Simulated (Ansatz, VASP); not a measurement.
# TiSi2: VASP beside Ansatz

```
Ti Si
1.0
    -1.46704    1.69434    4.16747
     1.46704   -1.69434    4.16747
     1.46704    1.69434   -4.16747
Ti Si
1 2
Direct
  0.00000 0.00000 0.00000
  0.33038 0.33038 0.00000
  0.66962 0.66962 0.00000
```

Alike in both runs: functional PBEsol; k mesh 18 × 18 × 18; occupations gaussian, width 0.1 eV; no spin polarisation.

Ansatz relaxed the structure, and its values are those at the end. VASP's run is a single point on that final structure, the one shown.

|  | VASP | Ansatz |
| --- | --- | --- |
| version | VASP 6.6.1 | Ansatz 0.2.0 |
| potentials or method | VASP PAW PBE potentials, release 64 (Ti_sv, Si), cutoff 520 eV | scalar-relativistic, plane waves, PAW |
| valence electrons in the cell | 20 | 20 |

VASP gave:

| Property | Result |
| --- | --- |
| gap on the k mesh at the Fermi level (eV) | none |
| pressure (GPa) | 0.1 |

Which values does Ansatz return?

gap on the k mesh at the Fermi level (eV): none; pressure (GPa): 0.0.

VASP's potentials were made for PBE, not for PBEsol. A gap of «none» marks a metal or a gap that the smearing closes. With one functional, cell and mesh, what is left measures potentials, basis and numerics.
